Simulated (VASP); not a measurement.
Set up this calculation in VASP 6.6.1, as the native input.

| Quantity | Value |
| --- | --- |
| Task | relaxation of cell and atoms |
| Functional | r2SCAN |
| Dispersion | D4 |
| Potentials or basis | VASP PAW PBE potentials, release 64 (Sr_sv) |
| Cutoff | 550 eV |
| k mesh | 5 × 5 × 5 |
| Occupations | fermi-dirac, width 0.05 eV |
| Spin | no spin polarisation |
| Dipole correction | no |
| Further INCAR settings | ALGO = Normal; EDIFF = 1e-07; IBRION = 2; EDIFFG = -0.03; NSW = 80; ISIF = 3 |

Crystal: Sr.

```xyz
1
Lattice="-2.4150 2.4150 2.4150 2.4150 -2.4150 2.4150 2.4150 2.4150 -2.4150" Properties=species:S:1:pos:R:3 pbc="T T T"
Sr    0.0000    0.0000    0.0000
```

This isn't the form of Sr at room conditions, which is fcc.

The input as run:

POSCAR

```
Sr
1.0
   -2.4150000000      2.4150000000      2.4150000000
    2.4150000000     -2.4150000000      2.4150000000
    2.4150000000      2.4150000000     -2.4150000000
Sr
1
Direct
    0.0000000000      0.0000000000      0.0000000000
```

INCAR.step1

```
  PREC = Accurate
  ENCUT = 550
  ISMEAR = -1
  SIGMA = 0.05
  LREAL = F
  LASPH = T
  NELM = 120
  GGA = PE
  ALGO = Normal
  EDIFF = 1E-5
  LWAVE = T
  LCHARG = F
  GGA_COMPAT = F
  IBRION = 2
  ISIF = 3
  EDIFFG = -0.005
  NELMIN = 4
  NSW = 100
```

INCAR.step2

```
  PREC = Accurate
  ENCUT = 550
  EDIFF = 1E-7
  ISMEAR = -1
  SIGMA = 0.05
  LREAL = F
  LASPH = T
  NELM = 120
  ALGO = Normal
  ISIF = 3
  LWAVE = F
  LCHARG = F
  METAGGA = R2SCAN
  LMIXTAU = T
  IVDW = 13
  VDW_S6 = 1.0
  VDW_S8 = 0.6018749
  VDW_A1 = 0.51559235
  VDW_A2 = 5.77342911
  IBRION = 2
  NSW = 80
  EDIFFG = -0.03
  ISTART = 1
  GGA_COMPAT = F
  NELMIN = 4
```

KPOINTS

```
regular mesh
0
Gamma
  5 5 5
```

Potentials or basis: VASP PAW PBE potentials, release 64 (Sr_sv).

The run is started by

```sh
$ cat potpaw_PBE.64/Sr_sv/POTCAR > POTCAR
$ cp INCAR.step1 INCAR
$ mpirun -np 1 vasp_std > vasp.out
$ cp INCAR.step2 INCAR
$ mpirun -np 1 vasp_std > vasp.out
```

It gave:

- Relaxed volume: 55.99 Å³/atom
- Relaxed cell: a = 4.174 Å, b = 4.174 Å, c = 4.174 Å, α = 109.47°, β = 109.47°, γ = 109.47°
- Space group after relaxing (to 0.1 Å): Im-3m (No. 229)
- Energy gained by relaxing: 0.2 meV/atom
- Ionic steps: 2
- Pressure after relaxing: -0.1 GPa
- Band gap on the k mesh: zero (filled and empty bands overlap)
- Dispersion energy per atom: -0.042 eV

Caveat: the k points lie up to 0.37 Å⁻¹ apart in the final cell; the PAW data sets were made with another functional, which shifts forces and pressure a little.

Run time: 92 s on 1 thread of Intel Xeon 8259CL, with other jobs on the host, peak memory 0.19 GiB.
